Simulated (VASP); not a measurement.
MgO, 2 atoms in the cell. It takes space group P-6m2 (No. 187, hexagonal). Conventional cell: a = 2.996 Å, b = 2.996 Å, c = 2.732 Å, α = 90.00°, β = 90.00°, γ = 120.00°. Mg (site symmetry -6m2) has 6 O at 2.20 Å and 2 Mg at 2.73 Å within 2.9 Å. Within 2.9 Å of O (site symmetry -6m2) lie 6 Mg at 2.20 Å and 2 O at 2.73 Å. 

- Program: VASP 6.6.1
- Task: single point
- Functional: PBEsol
- Potentials or basis: VASP PAW PBE potentials, release 64 (Mg, O)
- Cutoff: 520 eV
- k mesh: 12 × 12 × 8
- Occupations: gaussian, width 0.01 eV
- Spin: no spin polarisation
- Dipole correction: no
- Further INCAR settings: ALGO = Normal; EDIFF = 1e-07; NBANDS = 11

Potentials or basis: VASP PAW PBE potentials, release 64 (Mg, O).

Launch:

```console
$ cat potpaw_PBE.64/Mg/POTCAR potpaw_PBE.64/O/POTCAR > POTCAR
$ mpirun -np 1 vasp_std > vasp.out
```

Hardware: 1 thread of Intel Xeon 6975P-C, on a shared host.

Q: Estimate the wall time of this run.

A: It took 10 s on 1 thread of Intel Xeon 6975P-C, on a shared host, peak memory 0.15 GiB. Counts: scf iterations 14, k points 95.
